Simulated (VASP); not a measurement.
# BN: single point with PBE

BN:

```
B N
1.0
     3.62470    0.00000    0.00000
     0.00000   -3.62470    0.00000
     0.00000    0.00000   -3.62470
B N
4 4
Direct
  0.00000 0.00000 0.00000
  0.50000 0.50000 0.00000
  0.50000 0.00000 0.50000
  0.00000 0.50000 0.50000
  0.75000 0.73276 0.75000
  0.25000 0.25000 0.75000
  0.25000 0.75000 0.25000
  0.75000 0.25000 0.25000
```

This cell differs from its parent crystal: atom 5 (N) moved +0.062 Å along Cartesian [0 1 0].

```yaml
Program: VASP 6.6.1
Task: single point
Functional: PBE
Potentials_or_basis: VASP PAW PBE potentials, release 64 (B, N)
Cutoff: 520 eV
k_mesh: 6 × 6 × 6
Occupations: gaussian, width 0.05 eV
Spin: no spin polarisation
```

```yaml
Pressure: 0.6 GPa
Largest_force: 2.188 eV/Å
Band_gap_on_the_k_mesh: 4.30 eV
```

Forces on the atoms (eV/Å):
```
B   -0.081  0.340  0.081
B   -0.138  0.399 -0.138
B    0.081  0.340 -0.081
B    0.138  0.399  0.138
N    0.000 -2.188  0.000
N    0.000  0.431  0.000
N    0.000 -0.152  0.000
N    0.000  0.431  0.000
```

Stress tensor (GPa, compression positive):
```
0.70 0.00 0.33
0.00 0.36 0.00
0.33 0.00 0.70
```

Levels at points of the mesh, in eV from the valence-band top:
```tsv
k point	band 14	band 15	band 16	band 17	band 18	band 19
(0.00, 0.00, 0.00)	-0.28	-0.14	0.00	4.30	4.31	4.32
(0.50, 0.00, 0.00)	-3.12	-3.10	-3.08	6.60	6.62	9.38
(0.00, 0.50, 0.00)	-3.18	-3.07	-2.90	6.60	6.65	9.39
(0.50, 0.50, 0.00)	-2.22	-2.20	-2.08	9.31	9.37	9.64
(0.50, 0.00, 0.50)	-2.22	-2.21	-2.00	9.41	9.50	9.54
(0.50, 0.50, 0.50)	-2.06	-1.96	-1.77	9.74	9.80	9.88
```

Wall time 28 s on 1 thread of Intel(R) Xeon(R) Platinum 8559C (Emerald Rapids), with other jobs on the host, peak memory 0.18 GiB.

Caveat: the cell differs from its parent crystal (atom 5 (N) moved +0.062 Å along Cartesian [0 1 0]); forces of over 1 eV/Å act on the atoms, so gaps and moduli don't describe the material at rest. A k mesh can miss the band edges.
